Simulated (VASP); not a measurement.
Input of a VASP 6.6.1 run:

Contents of POSCAR:

```
CdTe
1.0
    0.0000000000      3.4439528717      3.4439528717
    3.4439528717      0.0000000000      3.4439528717
    3.4439528717      3.4439528717      0.0000000000
Cd Te
1 1
Direct
    0.0000000000      0.0000000000      0.0000000000
    0.2500000000      0.2500000000      0.2500000000
```

INCAR.step1

```
PREC = Accurate ; ENCUT = 520
EDIFF = 1E-5 ; ISMEAR = 0
SIGMA = 0.01 ; LREAL = False
LASPH = True ; NELM = 80
ALGO = Normal ; ISIF = 2
LWAVE = True ; LCHARG = False
GGA = PE ; NBANDS = 16
```

The input INCAR.step2:

```
PREC = Accurate ; ENCUT = 520
EDIFF = 1E-6 ; ISMEAR = 0
SIGMA = 0.01 ; LREAL = False
LASPH = True ; NELM = 80
ALGO = Normal ; ISIF = 2
LWAVE = False ; LCHARG = False
GGA = PE ; LHFCALC = True
HFSCREEN = 0.2079 ; PRECFOCK = Normal
ISTART = 1 ; NBANDS = 16
```

File KPOINTS:

```
regular mesh
0
Gamma
  4 4 4
```

Potentials or basis: VASP PAW PBE potentials, release 64 (Cd, Te).

Run with:

```console
$ cat potpaw_PBE.64/Cd/POTCAR potpaw_PBE.64/Te/POTCAR > POTCAR
$ cp INCAR.step1 INCAR
$ mpirun -np 1 vasp_std > vasp.out
$ cp INCAR.step2 INCAR
$ mpirun -np 1 vasp_std > vasp.out
```

Question: Estimate the band gap on the k mesh.

Answer: 0.97 eV.

Question: Predict the pressure.

Answer: -4.0 GPa.

Caveat: the cell differs from its parent crystal (strain +5.0%); the cell stands under tension; the PAW data sets were made with another functional, which shifts forces and pressure a little; spin-orbit coupling is left out, which moves the levels of the heavy elements.
